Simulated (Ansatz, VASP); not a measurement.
## Be3Se4: VASP beside Ansatz

Contents of INCAR:

```
SYSTEM = Be3Se4
ALGO = Normal
EDIFF = 1E-6
EDIFFG = -0.01
ENCUT = 600
GGA = PE
IBRION = 2
ISIF = 3
ISMEAR = 0
LASPH = .TRUE.
LCHARG = .FALSE.
LREAL = .FALSE.
LWAVE = .FALSE.
NELM = 100
NSW = 100
PREC = Accurate
SIGMA = 0.1
```

KPOINTS

```
k-points
0
G
  6 6 6
  0 0 0
```

POSCAR

```
Be3Se4
1.0
    5.1204341086      0.0000000000      0.0000000000
    0.0000000000      5.1204341086      0.0000000000
    0.0000000000      0.0000000000      5.1204341086
Be Se
3 4
Direct
    0.5000000000      0.0000000000      0.5000000000
    0.0000000000      0.5000000000      0.5000000000
    0.5000000000      0.5000000000      0.0000000000
    0.7497066707      0.7497066707      0.2502933293
    0.2502933293      0.2502933293      0.2502933293
    0.7497066707      0.2502933293      0.7497066707
    0.2502933293      0.7497066707      0.7497066707
```

Input for Ansatz:

```yaml
crystal:
  lattice:
    - [5.1204341086, 0.0, 0.0]
    - [0.0, 5.1204341086, 0.0]
    - [0.0, 0.0, 5.1204341086]
  atoms:
    - { symbol: Be, position: [0.5, 0.0, 0.5] }
    - { symbol: Be, position: [0.0, 0.5, 0.5] }
    - { symbol: Be, position: [0.5, 0.5, 0.0] }
    - { symbol: Se, position: [0.7497066707, 0.7497066707, 0.2502933293] }
    - { symbol: Se, position: [0.2502933293, 0.2502933293, 0.2502933293] }
    - { symbol: Se, position: [0.7497066707, 0.2502933293, 0.7497066707] }
    - { symbol: Se, position: [0.2502933293, 0.7497066707, 0.7497066707] }
basis:
  ecutwfc: 420
kpoints:
  mp_grid: { grid: [6, 6, 6] }
hamiltonian:
  xc: pbe
scf:
  occupations: { method: gaussian, width: 0.1 }
output:
  forces: true
  stress: true
  eigenvalues: true
  write_density: true
  write_potential: true
  elf: true
  volumetric_format: npy
relax:
  adjacent_minimum: "off"
  f_tol: 0.01
  max_steps: 80
  cell: { stress_tol: 0.05 }
```

Change from the starting cell: built by hand: ordered-vacancy zincblende (P-43m CdIn2Se4 type) (P-43m, No. 215).

Alike in both runs: task relaxation of cell and atoms; functional PBE; k mesh 6 × 6 × 6; occupations gaussian, width 0.1 eV; no spin polarisation.

|  | VASP | Ansatz |
| --- | --- | --- |
| version | VASP 6.6.1 | Ansatz 0.2.0 |
| potentials or method | VASP PAW PBE potentials, release 64 (Be, Se), cutoff 600 eV | scalar-relativistic, plane waves, PAW |
| valence electrons in the cell | 30 | 70 |

|  | VASP | Ansatz | Ansatz less VASP |
| --- | --- | --- | --- |
| gap on the k mesh at the Fermi level, each at its own relaxed structure (eV) | none | none | - |
| relaxed volume (Å³/atom) | 19.16 | 19.11 | -0.052 |
| relaxed cell length with the largest relative difference (Å) | 5.119 | 5.114 | -0.0046 |

A gap of «none» marks a metal or a gap that the smearing closes. VASP's potentials hold 30 valence electrons a cell and Ansatz's 70, so a difference there can come from the potentials and not from the codes.
